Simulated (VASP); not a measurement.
The system is BaTiO3.

```
Ba Ti O
1.0
     3.99410    0.00000    0.00000
     0.00000    3.99410    0.00000
     0.00000    0.00000    3.99410
Ba Ti O
1 1 3
Cartesian
  0.0000 0.0000 0.0000
  1.9970 1.9970 1.9970
  1.9970 0.0000 1.9970
  1.9970 1.9970 0.0000
  0.0000 1.9970 1.9970
```

Program: VASP 6.6.1. Alike in all runs: task single point; potentials or basis VASP PAW PBE potentials, release 64 (Ba_sv, Ti_sv, O); no spin polarisation; cell as given; cutoff (eV) 520.

Question: Order these runs on this cell by their pressure, lowest first.
A. level HSE06; k mesh 4 × 4 × 4; smearing gaussian 0.01 eV; grid for exact exchange (PRECFOCK) Fast; share of exact exchange 0.25; screening parameter 0.2079 1/Å
B. level PBE; k mesh 6 × 6 × 6; smearing fermi-dirac 0.02 eV
C. level r2SCAN; k mesh 6 × 6 × 6; smearing gaussian 0.01 eV

Answer: A (-0.6 GPa), C (2.0 GPa), B (5.0 GPa).

Caveats: the PAW data sets were made with another functional, which shifts forces and pressure a little (at least some runs); the cell stands under pressure (at least some runs).
